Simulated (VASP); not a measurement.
Fe: single point with r2SCAN

The system is Fe.

```
Fe
1.0
     1.56303    0.90242    2.89845
    -1.56303    0.90242    2.89845
     0.00000   -1.80483    2.89845
Fe
2
Direct
  0.22754 0.22754 0.22754
  0.77246 0.77246 0.77246
```

```json
{"Program": "VASP 6.6.1", "Task": "single point", "Functional": "r2SCAN", "Potentials or basis": "VASP PAW PBE potentials, release 64 (Fe)", "Cutoff": "660 eV", "k mesh": "9 × 9 × 9", "Occupations": "gaussian, width 0.1 eV", "Spin": "collinear spin, ferromagnetic start", "Starting moments": "[4.0, 4.0] μB", "Dipole correction": "no", "Further INCAR settings": "ALGO = Normal; EDIFF = 1e-06; NBANDS = 19"}
```

- Pressure: 21.7 GPa
- Largest force: 5.012 eV/Å
- Net moment: 4.54 μB per cell
- Site moments: Fe +2.25 μB
- Valence electrons inside the program's atomic spheres: Fe 7.47

Forces in eV/Å, atoms in the order of the input:
```
Fe   0.000  0.000  5.012
Fe   0.000  0.000 -5.012
```

Stress tensor (GPa, compression positive):
```
21.98  0.00  0.00
 0.00 21.98  0.00
 0.00  0.00 21.26
```

Levels at points of the mesh, in eV from the Fermi level:
Spin up:
```csv
k point,band 6,band 7,band 8,band 9,band 10,band 11,band 12,band 13,band 14,band 15
"(0.00, 0.00, 0.00)",-4.54,-1.51,-0.74,-0.74,0.77,0.77,10.95,14.73,14.82,14.89
```
Spin down:
| k point | band 4 | band 5 | band 6 | band 7 | band 8 | band 9 |
| --- | --- | --- | --- | --- | --- | --- |
| (0.00, 0.00, 0.00) | -2.12 | -1.72 | -1.72 | 2.16 | 3.20 | 3.20 |

It took 7.3 min on 1 thread of Intel(R) Xeon(R) Platinum 8375C CPU @ 2.90GHz (Ice Lake), on a shared host, peak memory 0.25 GiB.

Caveat: the cell stands under pressure; the PAW data sets were made with another functional, which shifts forces and pressure a little.
